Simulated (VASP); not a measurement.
Here is a VASP 6.6.1 calculation.

INCAR

```
PREC = Accurate
ENCUT = 520
EDIFF = 1E-6
ISMEAR = 0
SIGMA = 0.1
LREAL = False
LASPH = True
NELM = 80
ALGO = Normal
ISIF = 2
LWAVE = False
LCHARG = False
GGA = PE
NBANDS = 30
```

Contents of KPOINTS:

```
Automatic mesh
0
Gamma
  4 4 4
```

The input POSCAR:

```
Hf4N
1.0
    4.5122724000      0.0000000000      0.0000000000
    0.0000000000      4.5122724000      0.0000000000
    0.0000000000      0.0000000000      4.5122724000
Hf N
4 1
Direct
    0.5000000000      0.0000000000      0.0000000000
    0.0000000000      0.5000000000      0.0000000000
    0.0000000000      0.0000000000      0.5000000000
    0.5000000000      0.5000000000      0.5000000000
    0.0000000000      0.0000000000      0.0000000000
```

Potentials or basis: VASP PAW PBE potentials, release 64 (Hf_pv, N).

The run is started by

```console
$ cat potpaw_PBE.64/Hf_pv/POTCAR potpaw_PBE.64/N/POTCAR > POTCAR
$ mpirun -np 1 vasp_std > vasp.out
```

(1) What does it give for the pressure?

(2) What does it give for the band gap on the k mesh?

Results:

(1) -1.1 GPa.

(2) zero (an odd number of electrons rules out a gap without spin polarisation).

Caveat: spin-orbit coupling is left out, which moves the levels of the heavy elements.
